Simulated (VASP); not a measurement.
AlCu3, 4 atoms in the cell. The structure is cubic, space group Pm-3m (No. 221). Conventional cell: a = 3.613 Å, b = 3.613 Å, c = 3.613 Å, α = 90.00°, β = 90.00°, γ = 90.00°. Al (site symmetry m-3m) has 12 Cu at 2.56 Å within 3.4 Å. Within 3.4 Å of Cu (site symmetry 4/mmm) lie 4 Al at 2.56 Å and 8 Cu at 2.56 Å.  This cell differs from its parent crystal: volume scaled by 1.02.

| Property | Result |
| --- | --- |
| Program | VASP 6.6.1 |
| Task | single point |
| Functional | LDA |
| Potentials or basis | VASP PAW LDA potentials, release 64 (Al, Cu) |
| Cutoff | 520 eV |
| k mesh | 12 × 12 × 12 |
| Occupations | fermi-dirac, width 0.15 eV |
| Spin | no spin polarisation |
| Dipole correction | no |
| Further INCAR settings | ALGO = Fast; EDIFF = 1e-07; NBANDS = 26 |

Potentials or basis: VASP PAW LDA potentials, release 64 (Al, Cu).

Command:

```console
$ cat potpaw_LDA.64/Al/POTCAR potpaw_LDA.64/Cu/POTCAR > POTCAR
$ mpirun -np 1 vasp_std > vasp.out
```

Hardware: 1 thread of Intel(R) Xeon(R) Platinum 8375C CPU @ 2.90GHz (Ice Lake) (shared host).

Question: How long does it take, and how much memory?

Answer: Wall time 79 s on 1 thread of Intel(R) Xeon(R) Platinum 8375C CPU @ 2.90GHz (Ice Lake), with other jobs on the host, peak memory 0.2 GiB. Counts: scf iterations 16, k points 84.
